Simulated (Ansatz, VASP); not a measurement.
TiB2 in VASP and in Ansatz

```
Ti B
1.0
     3.03180    0.00000    0.00000
    -1.51590    2.61249    0.00000
     0.00000    0.00000    3.22423
Ti B
1 2
Direct
  0.00000 0.00000 0.00000
  0.33333 0.66667 0.50000
  0.66667 0.33333 0.50000
```

Change from the starting cell: strain -0.0050 x Voigt [0, 1, 0, 0, 0, 0], atoms carried along.

Alike in both runs: task single point; functional PBE; k mesh 18 × 18 × 14; occupations gaussian, width 0.15 eV; no spin polarisation.

|  | VASP | Ansatz |
| --- | --- | --- |
| version | VASP 6.6.1 | Ansatz 0.2.0 |
| potentials or method | VASP PAW PBE potentials, release 64 (Ti_sv, B), cutoff 520 eV | scalar-relativistic, plane waves, PAW |
| valence electrons in the cell | 18 | 18 |

Ansatz gave:

```
gap on the k mesh at the Fermi level (eV)                     : none
pressure (GPa)                                                : 1.4
traceless stress, the component that is largest in VASP (GPa) : 1.95
rms of the force components (eV/Å)                            : 0.008
```

Question: Which values does VASP return?

Answer: gap on the k mesh at the Fermi level (eV): none; pressure (GPa): 1.6; traceless stress, the component that is largest in VASP (GPa): 1.94; rms of the force components (eV/Å): 0.008.

Atom by atom the forces differ by 0.000 eV/Å (rms over components). A gap of «none» marks a metal or a gap that the smearing closes. With one functional, cell and mesh, what is left measures potentials, basis and numerics.
